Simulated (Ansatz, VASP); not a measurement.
**CdSe in VASP and in Ansatz**

INCAR

```
SYSTEM = CdSe
PREC = Accurate ; ENCUT = 500
EDIFF = 1E-6 ; ISMEAR = -1
SIGMA = 0.05 ; LREAL = .FALSE.
LASPH = .TRUE. ; NELM = 120
ALGO = Normal ; ISIF = 2
LWAVE = .FALSE. ; LCHARG = .FALSE.
GGA = PS ; NBANDS = 16
GGA_COMPAT = .FALSE.
```

The input KPOINTS:

```
regular mesh
0
G
  5 5 5
  0 0 0
```

Contents of POSCAR:

```
CdSe
1.0
    0.0000000000      2.8739580000      2.8739580000
    2.8739580000      0.0000000000      2.8739580000
    2.8739580000      2.8739580000      0.0000000000
Cd Se
1 1
Direct
    0.0000000000      0.0000000000      0.0000000000
    0.5000000000      0.5000000000      0.5000000000
```

Input for Ansatz:

```yaml
crystal:
  lattice:
    - [0.0, 2.873958, 2.873958]
    - [2.873958, 0.0, 2.873958]
    - [2.873958, 2.873958, 0.0]
  atoms:
    - { symbol: Cd, position: [0.0, 0.0, 0.0] }
    - { symbol: Se, position: [0.5, 0.5, 0.5] }
kpoints:
  mp_grid:
    grid: [5, 5, 5]
hamiltonian:
  xc: pbesol
  pseudopotentials:
    kind: all_electron
    lapw:
      basis_error: 0.0005
scf:
  occupations:
    method: fermi_dirac
    width: 0.05
output:
  stress: true
```

Alike in both runs: task single point; functional PBEsol; k mesh 5 × 5 × 5; occupations fermi-dirac, width 0.05 eV; no spin polarisation.

```csv
,VASP,Ansatz
version,VASP 6.6.1,Ansatz 0.2.0
potentials or method,"VASP PAW PBE potentials, release 64 (Cd, Se), cutoff 500 eV",all-electron (LAPW or listed datasets)
```

```csv
,VASP,Ansatz,Ansatz less VASP
pressure (GPa),-3.3,-3.6,-0.33
```

VASP's potentials were made for PBE, not for PBEsol. Ansatz ran all-electron here, and VASP with PAW potentials.

The k mesh is coarse, so the values compare programs but aren't converged.
